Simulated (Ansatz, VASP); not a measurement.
## AlNi: VASP beside Ansatz

```
Al Ni
1.0
     1.96777   -1.95319    0.00000
     1.96777    1.95319    0.00000
     0.00000    0.00000    3.09943
Al Ni
1 1
Cartesian
  0.0000 0.0000 0.0000
  1.9678 0.0000 1.5497
```

Change from the starting cell: strain +0.0150 x Voigt [1, 0, 0, 0, 0, 0], atoms carried along.

Alike in both runs: task single point; functional r2SCAN; k mesh 18 × 18 × 16; occupations gaussian, width 0.15 eV; no spin polarisation.

```csv
,VASP,Ansatz
version,VASP 6.6.1,Ansatz 0.2.0
potentials or method,"VASP PAW PBE potentials, release 64 (Al, Ni), cutoff 520 eV","scalar-relativistic, plane waves, PAW"
valence electrons in the cell,13,21
```

VASP gave:

* gap on the k mesh at the Fermi level (eV): none
* pressure (GPa): -2.2
* traceless stress, the component that is largest in VASP (GPa): -4.29

**Question.** Estimate Ansatz's values.

**Answer.** gap on the k mesh at the Fermi level (eV): none; pressure (GPa): -2.0; traceless stress, the component that is largest in VASP (GPa): -4.12.

VASP's potentials were made for PBE, not for r2SCAN. A gap of «none» marks a metal or a gap that the smearing closes. VASP's potentials hold 13 valence electrons a cell and Ansatz's 21, so a difference there can come from the potentials and not from the codes.
